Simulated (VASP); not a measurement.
# MgO (Fm-3m) in VASP: further runs

The runs below take MgO through single point, relaxation of cell and atoms, with LDA.

All numbers are computed with VASP 6.6.1; they aren't measurements. Logs are shortened: lines on timing, memory, paths and dates and some standing lists are left out, and cuts for length are marked.

### 1 The cell of the first run

The structure is cubic, space group Fm-3m (No. 225). The conventional cell has a = 4.114 Å, b = 4.114 Å, c = 4.114 Å, α = 90.00°, β = 90.00°, γ = 90.00°. Within 2.7 Å of Mg (site symmetry m-3m) lie 6 O at 2.06 Å. O (site symmetry m-3m) has 6 Mg at 2.06 Å within 2.7 Å.

### 2 Single point, LDA

Contents of INCAR:

```
SYSTEM = MgO
PREC = Accurate
ENCUT = 840
EDIFF = 1E-6
ISMEAR = 0
SIGMA = 0.01
LREAL = .FALSE.
LASPH = .TRUE.
NELM = 120
ALGO = Normal
ISIF = 2
LWAVE = .FALSE.
LCHARG = .FALSE.
GGA = CA
NBANDS = 15
GGA_COMPAT = .FALSE.
```

Contents of KPOINTS:

```
Automatic mesh
0
G
  10 10 10
  0 0 0
```

Contents of POSCAR:

```
MgO
1.0
    0.0000000000      2.0571450605      2.0571450605
    2.0571450605      0.0000000000      2.0571450605
    2.0571450605      2.0571450605      0.0000000000
Mg O
1 1
Direct
    0.0000000000      0.0000000000      0.0000000000
    0.5000000000      0.5000000000      0.5000000000
```

Potentials or basis: VASP PAW LDA potentials, release 64 (Mg_sv, O).

The run is started by

```console
$ cat potpaw_LDA.64/Mg_sv/POTCAR potpaw_LDA.64/O/POTCAR > POTCAR
$ mpirun -np 1 vasp_std > vasp.out
```

OUTCAR:

```text
SYSTEM = MgO
   PREC = Accurate
   ENCUT = 840
   EDIFF = 1E-6
   ISMEAR = 0
   LREAL = .FALSE.
   LASPH = .TRUE.
   NELM = 120
   ISIF = 2
   GGA = CA

 ion  position               nearest neighbor table
   1  0.000  0.000  0.000-   2 2.06   2 2.06   2 2.06   2 2.06   2 2.06   2 2.06
   2  0.500  0.500  0.500-   1 2.06   1 2.06   1 2.06   1 2.06   1 2.06   1 2.06

  LATTYP: Found a face centered cubic cell.
 ALAT       =     4.1142901210

  Lattice vectors:

 A1 = (   0.0000000000,   2.0571450605,   2.0571450605)
 A2 = (   2.0571450605,   0.0000000000,   2.0571450605)
 A3 = (   2.0571450605,   2.0571450605,   0.0000000000)

Analysis of symmetry for initial positions (statically):
=====================================================================
 Subroutine PRICEL returns:
 Original cell was already a primitive cell.

 Routine SETGRP: Setting up the symmetry group for a
 face centered cubic supercell.

 Subroutine GETGRP returns: Found 48 space group operations
 (whereof 48 operations were pure point group operations)
 out of a pool of 48 trial point group operations.

The static configuration has the point symmetry O_h .

Analysis of symmetry for dynamics (positions and initial velocities):
=====================================================================
 Subroutine PRICEL returns:
 Original cell was already a primitive cell.

 Routine SETGRP: Setting up the symmetry group for a
 face centered cubic supercell.

 Subroutine GETGRP returns: Found 48 space group operations
 (whereof 48 operations were pure point group operations)
 out of a pool of 48 trial point group operations.

The dynamic configuration has the point symmetry O_h .

 Subroutine INISYM returns: Found 48 space group operations
 (whereof 48 operations are pure point group operations),
 and found     1 'primitive' translations

----------------------------------------------------------------------------------------

                                     Primitive cell

  volume of cell :      17.4110

  direct lattice vectors                    reciprocal lattice vectors
     0.000000000  2.057145060  2.057145060    -0.243055295  0.243055295  0.243055295
     2.057145060  0.000000000  2.057145060     0.243055295 -0.243055295  0.243055295
     2.057145060  2.057145060  0.000000000     0.243055295  0.243055295 -0.243055295

  length of vectors
     2.909242444  2.909242444  2.909242444     0.420984120  0.420984120  0.420984120

  position of ions in fractional coordinates (direct lattice)
     0.000000000  0.000000000  0.000000000
     0.500000000  0.500000000  0.500000000

  ion indices of the primitive-cell ions
   primitive index   ion index
                 1           1
                 2           2

----------------------------------------------------------------------------------------
[... 87 lines left out ...]
   IALGO  =     38    algorithm
   IMIX   =      4    mixing-type and parameters
     AMIX     =   0.40;   BMIX     =  1.00
     AMIX_MAG =   1.60;   BMIX_MAG =  1.00
  volume/ion in A,a.u.               =       8.71        58.75
  Fermi-wavevector in a.u.,A,eV,Ry     =   1.591622  3.007729 34.467099  2.533260
  Thomas-Fermi vector in A             =   2.690134
   LORBIT       =      0    0 simple, 1 ext, 2 COOP (PROOUT), +10 PAW based schemes
   GGA     = CA    functional components
   LHFCALC =     F    Hartree Fock is set to
   AEXX    =    0.0000 exact exchange contribution
   IVDW    =     0    specifies the selected vdW correction
   LEPSILON=     F    determine dielectric tensor
   LRPA    =     F    only Hartree local field effects (RPA)
 non-spin polarized calculation
 Gauss-broadening in eV      SIGMA  =   0.01
  energy-cutoff  :      840.00
  volume of cell :       17.41
 maximum number of plane-waves:       982
   NGX = 13   NGY = 13   NGZ = 13

 number of electron      16.0000005 magnetization

 Free energy of the ion-electron system (eV)
  ---------------------------------------------------
  ext. energy  EPLUGINS =         0.00000000
  ---------------------------------------------------
  free energy    TOTEN  =       -13.21833194 eV

  energy without entropy =      -13.21833194  energy(sigma->0) =      -13.21833194

 E-fermi :   3.1992     XC(G=0): -12.3026

 val. band max:        3.1103557253   @ k =   0.0000   0.0000   0.0000
 cond. band min:       8.4940902860   @ k =   0.0000   0.0000   0.0000
 fundamental gap:      5.3837345607
 Fermi energy:         3.1992139582

 k-point     1 :       0.0000    0.0000    0.0000
  band No.  band energies     occupation
      1     -68.0042      2.00000
      2     -35.4556      2.00000
      3     -35.4556      2.00000
      4     -35.4556      2.00000
      5     -14.2557      2.00000
      6       3.1104      2.00000
      7       3.1104      2.00000
      8       3.1104      2.00000
      9       8.4941      0.00000
     10      19.0217      0.00000
     11      19.0217      0.00000
     12      19.0217      0.00000
     13      23.2403      0.00000
     14      24.9592      0.00000
[... 401 lines left out ...]
      2     -35.5405      2.00000
      3     -35.4893      2.00000
      4     -35.4859      2.00000
      5     -12.7803      2.00000
      6      -0.7372      2.00000
      7       1.6820      2.00000
      8       1.9243      2.00000
      9      13.0023      0.00000
     10      13.5067      0.00000
     11      17.2055      0.00000
     12      21.9094      0.00000
     13      22.1332      0.00000
     14      28.5390      0.00000
     15      31.2469      0.00000

 [... further k-points ...]

------------------------ aborting loop because EDIFF is reached ----------------------------------------

  FORCE on cell =-STRESS in cart. coord.  units (eV):
  Direction    XX          YY          ZZ          XY          YZ          ZX
  --------------------------------------------------------------------------------------
  -------------------------------------------------------------------------------------
  Total        0.7339860      0.7339860      0.7339860      0.0000000      0.0000000     -0.0000000
  in kB       67.5419522     67.5419522     67.5419522      0.0000000      0.0000000     -0.0000000
  external PRESSURE =      67.5419522 kB  Pullay stress =       0.0000000 kB

 VOLUME and BASIS-vectors are now :
 -----------------------------------------------------------------------------
  energy-cutoff  :      840.00
  volume of cell :       17.41
      direct lattice vectors                 reciprocal lattice vectors
     0.000000000  2.057145060  2.057145060    -0.243055295  0.243055295  0.243055295
     2.057145060  0.000000000  2.057145060     0.243055295 -0.243055295  0.243055295
     2.057145060  2.057145060  0.000000000     0.243055295  0.243055295 -0.243055295

 POSITION                                       TOTAL-FORCE (eV/Angst)
 -----------------------------------------------------------------------------------
      0.00000      0.00000      0.00000        -0.000000     -0.000000     -0.000000
      2.05715      2.05715      2.05715         0.000000      0.000000      0.000000
 -----------------------------------------------------------------------------------
    total drift:                                0.000000      0.000000      0.000000

  FREE ENERGIE OF THE ION-ELECTRON SYSTEM (eV)
  ---------------------------------------------------
  free  energy   TOTEN  =       -13.2183319401 eV

  energy  without entropy=      -13.2183319401  energy(sigma->0) =      -13.21833194
```

OSZICAR:

```text
N       E                     dE             d eps       ncg     rms          rms(c)
DAV:   1     0.163263549310E+03    0.16326E+03   -0.13684E+04  1410   0.181E+03
DAV:   2    -0.888881089777E+01   -0.17215E+03   -0.16289E+03  1627   0.448E+02
DAV:   3    -0.147960613553E+02   -0.59073E+01   -0.58701E+01  1867   0.780E+01
DAV:   4    -0.148651007158E+02   -0.69039E-01   -0.69031E-01  1529   0.870E+00
DAV:   5    -0.148660253763E+02   -0.92466E-03   -0.92465E-03  1872   0.797E-01    0.849E+00
DAV:   6    -0.132803768139E+02    0.15856E+01   -0.23738E+00  1529   0.152E+01    0.269E+00
DAV:   7    -0.132464258309E+02    0.33951E-01   -0.14559E-01  1669   0.340E+00    0.164E+00
DAV:   8    -0.132196788459E+02    0.26747E-01   -0.43634E-02  1746   0.209E+00    0.357E-01
DAV:   9    -0.132183012141E+02    0.13776E-02   -0.38783E-03  1571   0.561E-01    0.757E-02
DAV:  10    -0.132183375401E+02   -0.36326E-04   -0.14909E-04  1795   0.143E-01    0.305E-02
DAV:  11    -0.132183320465E+02    0.54935E-05   -0.82111E-06  1697   0.308E-02    0.494E-03
DAV:  12    -0.132183319401E+02    0.10637E-06   -0.15909E-07   950   0.510E-03
   1 F= -.13218332E+02 E0= -.13218332E+02  d E =-.865766E-39
```

stdout:

```text
POSCAR found type information on POSCAR MgO
 POSCAR found :  2 types and       2 ions
 scaLAPACK will be used
 LDA part: xc-table for (Slater(with rela. corr.)+CA(PZ))
 , standard interpolation
 POSCAR, INCAR and KPOINTS ok, starting setup
 FFT: planning ... GRIDC
 FFT: planning ... GRID_SOFT
 FFT: planning ... GRID
 WAVECAR not read
 entering main loop
```

Wall time 34 s (1 thread of AMD EPYC 7R43 (Zen 3), shared host); peak memory 0.11 GiB.

Results:

| Item | Value |
| --- | --- |
| Free energy | -13.2183 eV |
| Pressure | 6.8 GPa |
| Band gap on the k mesh | 5.38 eV |

Caveat: the cell stands under pressure.

[end of part 1 of 2]
